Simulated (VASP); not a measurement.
Runs of VASP 6.6.1 on Eu. The structure is that of space group Fm-3m (No. 225), or close to it. The cells are those of the table. This isn't the form of Eu at room conditions, which is bcc.

| cell | gap on the mesh (eV) | pressure (GPa) | moment (μB) |
| --- | --- | --- | --- |
| a = 3.971 Å, angles 60.0°, 1 atom | none | (b) | 7.53 |
| a = 3.957, b = 3.934, c = 3.887 Å, angles 60.5, 60.1, 61.4°, 1 atom | none | (a) | 7.52 |
| a = 3.891 Å, angles 60.0°, 1 atom | none | -0.3 | 7.52 |
| a = 3.918 Å, angles 60.0°, 1 atom | none | -0.5 | 7.52 |
| a = 3.945 Å, angles 60.0°, 1 atom | none | -0.9 | 7.52 |
| a = 4.022 Å, angles 60.0°, 1 atom | none | -1.5 | 7.52 |
| a = 3.864 Å, angles 60.0°, 1 atom | none | 0.1 | 7.52 |
| a = 3.997 Å, angles 60.0°, 1 atom | none | -1.3 | 7.53 |

Alike in all rows: task single point; level PBE; potentials or basis VASP PAW PBE potentials, release 64 (Eu); spin collinear, ferromagnetic start; k mesh 8 × 8 × 8; cutoff (eV) 520; smearing fermi-dirac 0.05 eV.

Problem. Fill in the values left out.

Solution. (a) -0.8; (b) -1.1.

Caveats: spin-orbit coupling is left out, which moves the levels of the heavy elements; semilocal functionals describe open f shells poorly, which spoils levels, moments and volumes.

A k mesh can miss the band edges, and the runs leave out spin-orbit coupling on Eu.

A gap of «none» marks levels without a gap at the run's occupations.
